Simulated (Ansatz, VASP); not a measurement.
# One calculation of W3O, two programs

INCAR

```
SYSTEM = W3O
  PREC = Accurate
  ENCUT = 520
  EDIFF = 1E-7
  ISMEAR = 0
  SIGMA = 0.15
  LREAL = .False.
  LASPH = .True.
  NELM = 60
  ALGO = Fast
  ISIF = 2
  LWAVE = .False.
  LCHARG = .False.
  GGA = PE
  NBANDS = 58
```

File KPOINTS:

```
Automatic mesh
0
Gamma
  8 8 8
  0 0 0
```

Contents of POSCAR:

```
W3O
1.0
    5.2752631002      0.0000000000      0.0000000000
    0.0000000000      5.2752631002      0.0000000000
    0.0000000000      0.0000000000      5.0798829854
W O
6 2
Direct
    0.5000000000      0.7500000000      0.0000000000
    0.0000000000      0.5000000000      0.7500000000
    0.2500000000      0.0000000000      0.5000000000
    0.5000000000      0.2500000000      0.0000000000
    0.0000000000      0.5000000000      0.2500000000
    0.7500000000      0.0000000000      0.5000000000
    0.5000000000      0.5000000000      0.5000000000
    0.0000000000      0.0000000000      0.0000000000
```

Input for Ansatz:

```yaml
crystal:
  lattice:
    - [5.2752631002, 0.0, 0.0]
    - [0.0, 5.2752631002, 0.0]
    - [0.0, 0.0, 5.0798829854]
  atoms:
    - { symbol: W, position: [0.5, 0.75, 0.0] }
    - { symbol: W, position: [0.0, 0.5, 0.75] }
    - { symbol: W, position: [0.25, 0.0, 0.5] }
    - { symbol: W, position: [0.5, 0.25, 0.0] }
    - { symbol: W, position: [0.0, 0.5, 0.25] }
    - { symbol: W, position: [0.75, 0.0, 0.5] }
    - { symbol: O, position: [0.5, 0.5, 0.5] }
    - { symbol: O, position: [0.0, 0.0, 0.0] }
basis:
  ecutwfc: 420
kpoints:
  mp_grid: { grid: [8, 8, 8] }
hamiltonian:
  xc: pbe
scf:
  occupations: { method: gaussian, width: 0.15 }
output:
  forces: true
  stress: true
  eigenvalues: true
```

Change from the starting cell: strain +0.080 along x and y, +0.040 along z, atoms carried along.

Alike in both runs: task single point; functional PBE; k mesh 8 × 8 × 8; occupations gaussian, width 0.15 eV; no spin polarisation.

```csv
,VASP,Ansatz
version,VASP 6.6.1,Ansatz 0.2.0
potentials or method,"VASP PAW PBE potentials, release 64 (W_sv, O), cutoff 520 eV","scalar-relativistic, plane waves, PAW"
valence electrons in the cell,96,96
```

```csv
,VASP,Ansatz,Ansatz less VASP
gap on the k mesh at the Fermi level (eV),none,none,-
pressure (GPa),-31.0,-31.2,-0.17
"traceless stress, the component that is largest in VASP (GPa)",0.78,0.66,-0.118
rms of the force components (eV/Å),0.135,0.135,-0.0005
```

Atom by atom the forces differ by 0.001 eV/Å (rms over components). A gap of «none» marks a metal or a gap that the smearing closes. Both programs put the cell under strong tension, so it lies far from rest at this level. The functional is the same, so the differences come from potentials, cutoffs and numerics.

Neither program's run includes spin-orbit coupling. Noted on VASP's run: the cell as given lies far from equilibrium.
